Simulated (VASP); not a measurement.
# Se (P3_121) in VASP: further runs, part 2 of 2

VASP 6.6.1. Earlier steps stand in the parts before.

## Step 4: Electric field gradients, LDA

This run uses another cell than the first one, of 27.26 Å³/atom.

Input file INCAR:

```
SYSTEM = Se
PREC = Accurate
ENCUT = 520
EDIFF = 1E-8
ISMEAR = -1
SIGMA = 0.03
LREAL = .FALSE.
LASPH = .TRUE.
NELM = 80
ALGO = Normal
ISIF = 2
LWAVE = .FALSE.
LCHARG = .FALSE.
GGA = CA
LEFG = .TRUE.
NBANDS = 16
```

Input file KPOINTS:

```
Automatic mesh
0
G
  6 6 5
  0 0 0
```

Input file POSCAR:

```
Se
1.0
    4.3661999489      0.0000000000      0.0000000000
   -2.1830999745      3.7812400738      0.0000000000
    0.0000000000      0.0000000000      4.9536000000
Se
3
Direct
    0.2254000000      0.0000000000      0.3333333333
    0.0000000000      0.2254000000      0.6666666667
    0.7746000000      0.7746000000      0.0000000000
```

Potentials or basis: VASP PAW LDA potentials, release 64 (Se).

Launch:

```bash
> cat potpaw_LDA.64/Se/POTCAR > POTCAR
> mpirun -np 1 vasp_std > vasp.out
```

OUTCAR:

```text
SYSTEM = Se
   PREC = Accurate
   ENCUT = 520
   EDIFF = 1E-8
   ISMEAR = -1
   LREAL = .FALSE.
   LASPH = .TRUE.
   NELM = 80
   ISIF = 2
   GGA = CA

 ion  position               nearest neighbor table
   1  0.225  0.000  0.333-   3 2.37   2 2.37
   2  0.000  0.225  0.667-   3 2.37   1 2.37
   3  0.775  0.775  0.000-   1 2.37   2 2.37

  LATTYP: Found a hexagonal cell.
 ALAT       =     4.3661999489
 C/A-ratio  =     1.1345334749

  Lattice vectors:

 A1 = (   4.3661999489,   0.0000000000,   0.0000000000)
 A2 = (  -2.1830999745,   3.7812400738,   0.0000000000)
 A3 = (   0.0000000000,   0.0000000000,   4.9536000000)

Analysis of symmetry for initial positions (statically):
=====================================================================
 Subroutine PRICEL returns:
 Original cell was already a primitive cell.

 Routine SETGRP: Setting up the symmetry group for a
 hexagonal supercell.

 Subroutine GETGRP returns: Found  6 space group operations
 (whereof  2 operations were pure point group operations)
 out of a pool of 24 trial point group operations.

The static configuration has the point symmetry C_2 .
 The point group associated with its full space group is D_3 .

Analysis of symmetry for dynamics (positions and initial velocities):
=====================================================================
 Subroutine PRICEL returns:
 Original cell was already a primitive cell.

 Routine SETGRP: Setting up the symmetry group for a
 hexagonal supercell.

 Subroutine GETGRP returns: Found  6 space group operations
 (whereof  2 operations were pure point group operations)
 out of a pool of 24 trial point group operations.

The dynamic configuration has the point symmetry C_2 .
 The point group associated with its full space group is D_3 .

 Subroutine INISYM returns: Found  6 space group operations
 (whereof  2 operations are pure point group operations),
 and found     1 'primitive' translations

----------------------------------------------------------------------------------------

                                     Primitive cell

  volume of cell :      81.7822

  direct lattice vectors                    reciprocal lattice vectors
     4.366199949  0.000000000  0.000000000     0.229032113  0.132231752  0.000000000
    -2.183099975  3.781240074  0.000000000     0.000000000  0.264463504  0.000000000
     0.000000000  0.000000000  4.953600000     0.000000000  0.000000000  0.201873385

  length of vectors
     4.366199949  4.366199949  4.953600000     0.264463504  0.264463504  0.201873385

  position of ions in fractional coordinates (direct lattice)
     0.225400000  0.000000000  0.333333333
     1.000000000  0.225400000  0.666666667
     0.774600000  0.774600000  0.000000000

  ion indices of the primitive-cell ions
   primitive index   ion index
                 1           1
                 2           2
                 3           3

[... 76 lines left out ...]
   NFREE  =      0    steps in history (QN), initial steepest desc. (CG)
   ISIF   =      2    stress and relaxation
   ISYM   =      2    0-nonsym 1-usesym 2-fastsym
   POTIM  = 0.5000    time-step for ionic-motion
   TEBEG  =    0.0;   TEEND  =   0.0 temperature during run
   PSTRESS=    0.0 pullay stress
   NELECT =      18.0000    total number of electrons
   NUPDOWN=      -1.0000    fix difference up-down
   EMIN   =  10.00;   EMAX   =-10.00  energy-range for DOS
   EFERMI =   0.00;   METHOD = LEGACY
   ISMEAR =    -1;   SIGMA  =   0.03  broadening in eV -4-tet -1-fermi 0-gaus
   EFERMI_NEDOS =   21; number of points for ismear=-14 and -15
   IALGO  =     38    algorithm
   IMIX   =      4    mixing-type and parameters
     AMIX     =   0.40;   BMIX     =  1.00
     AMIX_MAG =   1.60;   BMIX_MAG =  1.00
  volume/ion in A,a.u.               =      27.26       183.96
  Fermi-wavevector in a.u.,A,eV,Ry     =   0.988430  1.867862 13.292817  0.976995
  Thomas-Fermi vector in A             =   2.119956
   LORBIT       =      0    0 simple, 1 ext, 2 COOP (PROOUT), +10 PAW based schemes
   GGA     = CA    functional components
   LHFCALC =     F    Hartree Fock is set to
   AEXX    =    0.0000 exact exchange contribution
   IVDW    =     0    specifies the selected vdW correction
   LEPSILON=     F    determine dielectric tensor
   LRPA    =     F    only Hartree local field effects (RPA)
 non-spin polarized calculation
  energy-cutoff  :      520.00
  volume of cell :       81.78
 maximum number of plane-waves:      2221
   NGX = 17   NGY = 17   NGZ = 19

 number of electron      18.0000000 magnetization

 Free energy of the ion-electron system (eV)
  ---------------------------------------------------
  ext. energy  EPLUGINS =         0.00000000
  ---------------------------------------------------
  free energy    TOTEN  =       -12.32396435 eV

  energy without entropy =      -12.32396435  energy(sigma->0) =      -12.32396435

 E-fermi :   3.1727     XC(G=0):  -9.1838

 val. band max:        2.5600172270   @ k =  -0.1667   0.5000   0.4000
 cond. band min:       3.7412092026   @ k =   0.0000   0.0000   0.4000
 fundamental gap:      1.1811919756
 Fermi energy:         3.1727153493

 k-point     1 :       0.0000    0.0000    0.0000
  band No.  band energies     occupation
      1     -13.2159      2.00000
      2      -9.0966      2.00000
      3      -9.0966      2.00000
      4      -1.1900      2.00000
      5      -1.1900      2.00000
      6      -1.1319      2.00000
[... 433 lines left out ...]
      3      -7.6017      2.00000
      4      -2.7048      2.00000
      5      -1.8206      2.00000
      6      -1.2148      2.00000
[... 8 lines left out ...]
     15      10.4501      0.00000
     16      10.8529      0.00000

 [... further k-points ...]
[... 5 lines left out ...]
  --------------------------------------------------------------------------------------
  -------------------------------------------------------------------------------------
  Total       -0.7850226     -0.7850226     -0.0593206      0.0000000      0.0000000     -0.0000000
  in kB      -15.3792068    -15.3792068     -1.1621363      0.0000000      0.0000000     -0.0000000
  external PRESSURE =     -10.6401833 kB  Pullay stress =       0.0000000 kB

 VOLUME and BASIS-vectors are now :
 -----------------------------------------------------------------------------
  energy-cutoff  :      520.00
  volume of cell :       81.78
      direct lattice vectors                 reciprocal lattice vectors
     4.366199949  0.000000000  0.000000000     0.229032113  0.132231752  0.000000000
    -2.183099975  3.781240074  0.000000000     0.000000000  0.264463504  0.000000000
     0.000000000  0.000000000  4.953600000     0.000000000  0.000000000  0.201873385

 POSITION                                       TOTAL-FORCE (eV/Angst)
 -----------------------------------------------------------------------------------
      0.98414      0.00000      1.65120         0.261097      0.000000     -0.000000
     -0.49207      0.85229      3.30240        -0.130548      0.226116      0.000000
      1.69103      2.92895      0.00000        -0.130548     -0.226116     -0.000000
 -----------------------------------------------------------------------------------
    total drift:                                0.000001      0.000001     -0.000000

  FREE ENERGIE OF THE ION-ELECTRON SYSTEM (eV)
  ---------------------------------------------------
  free  energy   TOTEN  =       -12.3239643459 eV

  energy  without entropy=      -12.3239643457  energy(sigma->0) =      -12.32396435

 Electric field gradients (V/A^2)
---------------------------------------------------------------------
 ion       V_xx      V_yy      V_zz      V_xy      V_xz      V_yz
---------------------------------------------------------------------
   1     164.876  -333.464   168.587     0.000     0.000   326.130
   2    -208.879    40.292   168.587  -215.787  -282.437  -163.065
   3    -208.879    40.291   168.588   215.788   282.437  -163.065
---------------------------------------------------------------------

 Electric field gradients after diagonalization (V/A^2)
 (convention: |V_zz| > |V_xx| > |V_yy|)
----------------------------------------------------------------------
 ion       V_xx      V_yy      V_zz     asymmetry (V_yy - V_xx)/ V_zz
----------------------------------------------------------------------
   1     329.113   164.876  -493.990       0.332
   2     329.113   164.876  -493.990       0.332
   3     329.114   164.877  -493.990       0.332
----------------------------------------------------------------------

           NMR quadrupolar parameters

 Cq : quadrupolar parameter    Cq=e*Q*V_zz/h
 eta: asymmetry parameters     (V_yy - V_xx)/ V_zz
 Q  : nuclear electric quadrupole moment in mb (millibarn)
----------------------------------------------------------------------
 ion       Cq(MHz)       eta       Q (mb)
----------------------------------------------------------------------
   1      -1.194       0.332       1.000
   2      -1.194       0.332       1.000
   3      -1.194       0.332       1.000
----------------------------------------------------------------------
```

OSZICAR:

```text
N       E                     dE             d eps       ncg     rms          rms(c)
DAV:   1     0.799842638084E+02    0.79984E+02   -0.71290E+03   864   0.933E+02
DAV:   2    -0.717889197242E+01   -0.87163E+02   -0.82779E+02  1192   0.152E+02
DAV:   3    -0.124112321388E+02   -0.52323E+01   -0.52100E+01  1016   0.431E+01
DAV:   4    -0.124503167179E+02   -0.39085E-01   -0.39078E-01  1184   0.439E+00
DAV:   5    -0.124505956726E+02   -0.27895E-03   -0.27895E-03  1024   0.359E-01    0.730E+00
DAV:   6    -0.123599964939E+02    0.90599E-01   -0.40102E-02  1072   0.118E+00    0.446E+00
DAV:   7    -0.123248436740E+02    0.35153E-01   -0.77631E-02  1000   0.158E+00    0.199E-01
DAV:   8    -0.123239391723E+02    0.90450E-03   -0.84668E-03  1008   0.557E-01    0.956E-02
DAV:   9    -0.123239641623E+02   -0.24990E-04   -0.26713E-04  1232   0.101E-01    0.272E-02
DAV:  10    -0.123239640780E+02    0.84223E-07   -0.18877E-05  1008   0.269E-02    0.612E-03
DAV:  11    -0.123239645110E+02   -0.43299E-06   -0.29661E-06  1232   0.953E-03    0.317E-03
DAV:  12    -0.123239643453E+02    0.16578E-06   -0.47058E-07  1032   0.413E-03    0.638E-04
DAV:  13    -0.123239643459E+02   -0.67962E-09   -0.86382E-08  1208   0.156E-03
   1 F= -.12323964E+02 E0= -.12323964E+02  d E =-.208738E-09
```

Run time: 27 s. Hardware: 1 thread of Intel Xeon Platinum 8259CL at 2.50GHz (Skylake/Cascade Lake), shared host; peak memory 0.17 GiB.

Results:

| Quantity | Value |
| --- | --- |
| Free energy | -12.3240 eV |
| Pressure | -1.1 GPa |
| Largest force | 0.261 eV/Å |
| Band gap on the k mesh | 1.18 eV (least direct gap 1.41 eV) |
| Largest electric field gradient by atom | Se -494.0 V/Å² |

Forces in eV/Å, atoms in the order of the input:
```
Se   0.261  0.000  0.000
Se  -0.131  0.226  0.000
Se  -0.131 -0.226  0.000
```

Levels at points of the mesh, in eV from the valence-band top:
| k point | band 5 | band 6 | band 7 | band 8 | band 9 | band 10 | band 11 | band 12 | band 13 | band 14 |
| --- | --- | --- | --- | --- | --- | --- | --- | --- | --- | --- |
| (0.00, 0.00, 0.00) | -3.75 | -3.69 | -1.95 | -1.95 | -0.30 | 1.90 | 1.90 | 2.19 | 5.99 | 6.41 |
| (0.50, 0.00, 0.00) | -4.64 | -3.37 | -2.84 | -1.69 | -0.90 | 1.93 | 2.34 | 4.16 | 5.19 | 7.55 |

Electric field gradients, principal values (V/Å²):
```
atom    least   middle  greatest (by size)
1 Se  164.876  329.113            -493.990
2 Se  164.876  329.113            -493.990
3 Se  164.877  329.114            -493.990
```

Caveat: without QUAD_EFG the Cq values of the log hold for a quadrupole moment of 1 mb, not for the nuclei; an odd mesh through Γ misses points on the zone boundary, where band edges can lie.

## Step 5: Single point, LDA

This run uses another cell than the first one, of 27.26 Å³/atom.

POSCAR is that of step 4.

Input file INCAR.step1:

```
SYSTEM = Se
ALGO = Normal
EDIFF = 1E-6
ENCUT = 520
ISIF = 2
ISMEAR = -1
LASPH = .True.
LCHARG = .True.
LREAL = .False.
LWAVE = .False.
NBANDS = 16
NELM = 60
PREC = Accurate
SIGMA = 0.03
```

Input file KPOINTS.step1:

```
k-points
0
Gamma
  6 6 5
  0 0 0
```

Input file INCAR.step2:

```
SYSTEM = Se
ALGO = Normal
EDIFF = 1E-6
ENCUT = 520
ICHARG = 11
ISIF = 2
ISMEAR = -5
LASPH = .True.
LCHARG = .False.
LORBIT = 11
LREAL = .False.
LWAVE = .False.
NBANDS = 16
NEDOS = 1001
NELM = 60
PREC = Accurate
SIGMA = 0.03
```

Input file KPOINTS.step2:

```
k-points
0
Gamma
  9 9 8
  0 0 0
```

Launch:

```bash
> cat potpaw_LDA.64/Se/POTCAR > POTCAR
> cp INCAR.step1 INCAR
> cp KPOINTS.step1 KPOINTS
> mpirun -np 1 vasp_std > vasp.out
> cp INCAR.step2 INCAR
> cp KPOINTS.step2 KPOINTS
> mpirun -np 1 vasp_std > vasp.out
```

Wall time 62 s (1 thread of Intel Xeon Platinum 8259CL at 2.50GHz (Skylake/Cascade Lake), shared host); peak memory 0.2 GiB.

It converged, with:

- Valence electrons inside the program's atomic spheres: Se 3.75

Levels at points of the mesh, in eV from the valence-band top:
```
           k point  band 5  band 6  band 7  band 8  band 9  band 10  band 11  band 12  band 13  band 14
(0.00, 0.00, 0.00)   -3.85   -3.80   -2.05   -2.05   -0.40     1.79     1.79     2.09     5.88     6.30
(0.00, 0.00, 0.50)   -3.40   -3.40   -1.57   -1.57   -1.12     1.09     1.09     1.21     6.15     7.10
```

## Step 6: Electric field gradients, LDA (equal xx and yy strain of -2 %)

Input file INCAR:

```
SYSTEM = Se
PREC = Accurate
ENCUT = 520
EDIFF = 1E-8
ISMEAR = -1
SIGMA = 0.03
LREAL = .False.
LASPH = .True.
NELM = 60
ALGO = Normal
ISIF = 2
LWAVE = .False.
LCHARG = .False.
GGA = CA
LEFG = .True.
NBANDS = 16
```

Input file KPOINTS:

```
Automatic mesh
0
Gamma
  6 6 5
  0 0 0
```

Input file POSCAR:

```
Se
1.0
    4.2788759499      0.0000000000      0.0000000000
   -2.1394379750      3.7056152723      0.0000000000
    0.0000000000      0.0000000000      4.9536000000
Se
3
Direct
    0.2254000000      0.0000000000      0.3333333333
    0.0000000000      0.2254000000      0.6666666667
    0.7746000000      0.7746000000      0.0000000000
```

Potentials or basis: VASP PAW LDA potentials, release 64 (Se).

Launch:

```bash
> cat potpaw_LDA.64/Se/POTCAR > POTCAR
> mpirun -np 1 vasp_std > vasp.out
```

OUTCAR:

```text
SYSTEM = Se
   PREC = Accurate
   ENCUT = 520
   EDIFF = 1E-8
   ISMEAR = -1
   LREAL = .False.
   LASPH = .True.
   NELM = 60
   ISIF = 2
   GGA = CA

 ion  position               nearest neighbor table
   1  0.225  0.000  0.333-   3 2.35   2 2.35
   2  0.000  0.225  0.667-   3 2.35   1 2.35
   3  0.775  0.775  0.000-   1 2.35   2 2.35

  LATTYP: Found a hexagonal cell.
 ALAT       =     4.2788759499
 C/A-ratio  =     1.1576872193

  Lattice vectors:

 A1 = (   4.2788759499,   0.0000000000,   0.0000000000)
[... 675 lines left out ...]

  energy  without entropy=      -12.3377989752  energy(sigma->0) =      -12.33779898

 Electric field gradients (V/A^2)
---------------------------------------------------------------------
 ion       V_xx      V_yy      V_zz      V_xy      V_xz      V_yz
---------------------------------------------------------------------
   1     154.129  -332.776   178.647     0.000     0.000   311.962
   2    -211.050    32.403   178.647  -210.836  -270.167  -155.981
   3    -211.050    32.403   178.647   210.837   270.167  -155.981
---------------------------------------------------------------------

 Electric field gradients after diagonalization (V/A^2)
 (convention: |V_zz| > |V_xx| > |V_yy|)
----------------------------------------------------------------------
 ion       V_xx      V_yy      V_zz     asymmetry (V_yy - V_xx)/ V_zz
----------------------------------------------------------------------
   1     326.306   154.129  -480.436       0.358
   2     326.306   154.129  -480.436       0.358
   3     326.306   154.130  -480.436       0.358
----------------------------------------------------------------------

           NMR quadrupolar parameters

 Cq : quadrupolar parameter    Cq=e*Q*V_zz/h
 eta: asymmetry parameters     (V_yy - V_xx)/ V_zz
 Q  : nuclear electric quadrupole moment in mb (millibarn)
----------------------------------------------------------------------
 ion       Cq(MHz)       eta       Q (mb)
----------------------------------------------------------------------
   1      -1.162       0.358       1.000
   2      -1.162       0.358       1.000
   3      -1.162       0.358       1.000
----------------------------------------------------------------------
```

OSZICAR:

```text
N       E                     dE             d eps       ncg     rms          rms(c)
DAV:   1     0.809016501536E+02    0.80902E+02   -0.72488E+03   864   0.937E+02
DAV:   2    -0.714767734976E+01   -0.88049E+02   -0.84162E+02  1144   0.157E+02
DAV:   3    -0.124237377746E+02   -0.52761E+01   -0.52561E+01  1080   0.433E+01
DAV:   4    -0.124616614681E+02   -0.37924E-01   -0.37919E-01  1080   0.433E+00
DAV:   5    -0.124619266766E+02   -0.26521E-03   -0.26520E-03  1120   0.353E-01    0.774E+00
DAV:   6    -0.123728759989E+02    0.89051E-01   -0.40249E-02  1000   0.118E+00    0.474E+00
DAV:   7    -0.123387980191E+02    0.34078E-01   -0.77491E-02  1016   0.158E+00    0.205E-01
DAV:   8    -0.123377746194E+02    0.10234E-02   -0.89238E-03   984   0.575E-01    0.104E-01
DAV:   9    -0.123377988380E+02   -0.24219E-04   -0.29184E-04  1208   0.105E-01    0.306E-02
DAV:  10    -0.123377987298E+02    0.10821E-06   -0.19252E-05  1032   0.273E-02    0.643E-03
DAV:  11    -0.123377991910E+02   -0.46128E-06   -0.34766E-06  1168   0.104E-02    0.277E-03
DAV:  12    -0.123377989787E+02    0.21233E-06   -0.60284E-07  1032   0.472E-03    0.798E-04
DAV:  13    -0.123377989742E+02    0.45022E-08   -0.11370E-07  1184   0.181E-03    0.250E-04
DAV:  14    -0.123377989753E+02   -0.11280E-08   -0.92273E-09   624   0.571E-04
   1 F= -.12337799E+02 E0= -.12337799E+02  d E =-.175945E-09
```

Run time: 41 s. Hardware: 1 thread of Intel Xeon 8259CL, shared host; peak memory 0.17 GiB.

Results:

```
Free energy                             : -12.3378 eV
Pressure                                : 0.9 GPa
Largest force                           : 0.660 eV/Å
Band gap on the k mesh                  : 1.20 eV (least direct gap 1.33 eV)
Largest electric field gradient by atom : Se -480.4 V/Å²
```

Forces in eV/Å, atoms in the order of the input:
```
Se   0.660  0.000  0.000
Se  -0.330  0.571  0.000
Se  -0.330 -0.571  0.000
```

Levels at points of the mesh, in eV from the valence-band top:
```tsv
k point	band 7	band 8	band 9	band 10	band 11	band 12
(0.00, 0.00, 0.00)	-2.05	-2.05	-0.33	1.90	1.90	2.26
(0.50, 0.00, 0.00)	-3.03	-1.78	-0.98	1.92	2.37	4.36
```

Electric field gradients, principal values (V/Å²):
```
atom    least   middle  greatest (by size)
1 Se  154.129  326.306            -480.436
2 Se  154.129  326.306            -480.436
3 Se  154.130  326.306            -480.436
```

Caveat: the cell differs from its parent crystal (equal xx and yy strain of -2 %); without QUAD_EFG the Cq values of the log hold for a quadrupole moment of 1 mb, not for the nuclei; an odd mesh through Γ misses points on the zone boundary, where band edges can lie.

## Step 7: Summary

| task | cell | k mesh for the DOS | occupations for the DOS | gap on the mesh (eV) | pressure (GPa) | largest force (eV/Å) |
| --- | --- | --- | --- | --- | --- | --- |
| electric field gradients | a = 4.452, b = 4.452, c = 5.051 Å, angles 90.0, 90.0, 120.0°, 3 atoms | - | - | 1.20 | -3.9 | 0.30 |
| electric field gradients | a = 4.366, b = 4.366, c = 4.954 Å, angles 90.0, 90.0, 120.0°, 3 atoms | - | - | 1.18 | -1.1 | 0.26 |
| single point | a = 4.366, b = 4.366, c = 4.954 Å, angles 90.0, 90.0, 120.0°, 3 atoms | 9 × 9 × 8 | tetrahedron | - | - | - |
| electric field gradients | a = 4.279, b = 4.279, c = 4.954 Å, angles 90.0, 90.0, 120.0°, 3 atoms | - | - | 1.20 | 0.9 | 0.66 |

Alike in all rows: level LDA; potentials or basis VASP PAW LDA potentials, release 64 (Se); no spin polarisation; k mesh 6 × 6 × 5; cutoff (eV) 520; smearing fermi-dirac 0.03 eV.

Caveats: an odd mesh through Γ misses points on the zone boundary, where band edges can lie (at least some runs); the cell stands under tension (at least some runs).

Total energies depend on the potentials used, so only differences within one code and one set of settings carry meaning.
